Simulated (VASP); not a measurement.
Na, 3 atoms in the cell. It takes space group C2/m (No. 12, monoclinic). Conventional cell: a = 6.393 Å, b = 3.713 Å, c = 9.614 Å, α = 90.00°, β = 103.07°, γ = 90.00°. Within 4.9 Å of Na (site symmetry 2/m) lie 12 Na at 3.70 to 3.79 Å. Within 4.9 Å of Na (site symmetry m) lie 12 Na at 3.70 to 3.79 Å. 

```yaml
Program: VASP 6.6.1
Task: single point
Functional: PBEsol
Potentials_or_basis: VASP PAW PBE potentials, release 64 (Na_pv)
Cutoff: 520 eV
k_mesh: 7 × 7 × 3
Occupations: gaussian, width 0.05 eV
Spin: no spin polarisation
Dipole_correction: no
Further_INCAR_settings: ALGO = Normal; EDIFF = 1e-06; NBANDS = 18
```

Potentials or basis: VASP PAW PBE potentials, release 64 (Na_pv).

The run is started by

```console
$ cat potpaw_PBE.64/Na_pv/POTCAR > POTCAR
$ mpirun -np 1 vasp_std > vasp.out
```

Hardware: 1 thread of Intel Xeon 6975P-C, with other jobs on the host.

**Question.** Estimate the wall time of this run.

**Answer.** Wall time 38 s on 1 thread of Intel Xeon 6975P-C (shared host), peak memory 0.24 GiB. Counts: scf iterations 10, k points 44.
